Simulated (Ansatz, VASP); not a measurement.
## Hg: VASP beside Ansatz

File INCAR:

```
  ALGO = Normal
  EDIFF = 1E-6
  ENCUT = 520
  GGA = PE
  ISIF = 2
  ISMEAR = -1
  LASPH = T
  LCHARG = F
  LREAL = F
  LWAVE = F
  NBANDS = 12
  NELM = 100
  PREC = Accurate
  SIGMA = 0.08
```

Contents of KPOINTS:

```
k-points
0
Gamma
  12 12 12
```

POSCAR

```
Hg
1.0
    2.9712653094      0.0000000000      0.0000000000
    0.0000000000      2.9712653094      0.0000000000
    0.0000000000      0.0000000000      2.9712653094
Hg
1
Direct
    0.0000000000      0.0000000000      0.0000000000
```

Input for Ansatz:

```yaml
crystal:
  lattice:
    - [2.9712653094, 0.0, 0.0]
    - [0.0, 2.9712653094, 0.0]
    - [0.0, 0.0, 2.9712653094]
  atoms:
    - { symbol: Hg, position: [0.0, 0.0, 0.0] }
kpoints:
  mp_grid: { grid: [12, 12, 12] }
scf:
  occupations: { method: fermi_dirac, width: 0.08 }
hamiltonian:
  xc: pbe
  pseudopotentials: { kind: paw }
output:
  forces: true
  stress: true
  eigenvalues: true
  populations: true
```

Change from the starting cell: volume scaled by 0.88, PAW files.

Alike in both runs: task single point; functional PBE; k mesh 12 × 12 × 12; occupations fermi-dirac, width 0.08 eV; no spin polarisation.

|  | VASP | Ansatz |
| --- | --- | --- |
| version | VASP 6.6.1 | Ansatz 0.2.0 |
| potentials or method | VASP PAW PBE potentials, release 64 (Hg) | PAW with Ansatz's default frozen-core files, scalar-relativistic |
| plane-wave cutoff (eV) | 520 | 420 |
| valence electrons in the cell | 12 | 20 |

```tsv
	VASP	Ansatz	Ansatz less VASP
pressure (GPa)	3.7	3.3	-0.34
```

VASP's potentials hold 12 valence electrons a cell and Ansatz's 20, so a difference there can come from the potentials and not from the codes.

Neither program's run includes spin-orbit coupling.
